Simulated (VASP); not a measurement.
Here is a VASP 6.6.1 calculation.

POSCAR

```
Pt
1.0
    0.0000000000      1.8883719196      1.8883719196
    1.8883719196      0.0000000000      1.8883719196
    1.8883719196      1.8883719196      0.0000000000
Pt
1
Direct
    0.0000000000      0.0000000000      0.0000000000
```

The input INCAR.step1:

```
ALGO = Normal
EDIFF = 1E-4
ENCUT = 520
GGA = PE
ISMEAR = -1
LASPH = T
LCHARG = F
LREAL = F
LWAVE = T
NBANDS = 11
NELM = 60
PREC = Accurate
SIGMA = 0.1
```

The input INCAR.step2:

```
ALGO = Normal
EDIFF = 1E-7
ENCUT = 520
ISIF = 2
ISMEAR = -1
ISTART = 1
LASPH = T
LCHARG = F
LMIXTAU = T
LREAL = F
LWAVE = F
METAGGA = R2SCAN
NBANDS = 11
NELM = 60
PREC = Accurate
SIGMA = 0.1
```

The input KPOINTS:

```
k-points
0
Gamma
  22 22 22
```

Potentials or basis: VASP PAW PBE potentials, release 64 (Pt).

The run is started by

```console
$ cat potpaw_PBE.64/Pt/POTCAR > POTCAR
$ cp INCAR.step1 INCAR
$ mpirun -np 1 vasp_std > vasp.out
$ cp INCAR.step2 INCAR
$ mpirun -np 1 vasp_std > vasp.out
```

Problem. Estimate the pressure.

Solution. 50.6 GPa.

Problem. What does it give for the band gap on the k mesh?

Solution. Zero (band 5 reaches 14.01 eV, above the bottom of band 6 at 11.12 eV).

Caveat: the PAW data sets were made with another functional, which shifts forces and pressure a little; spin-orbit coupling is left out, which moves the levels of the heavy elements.
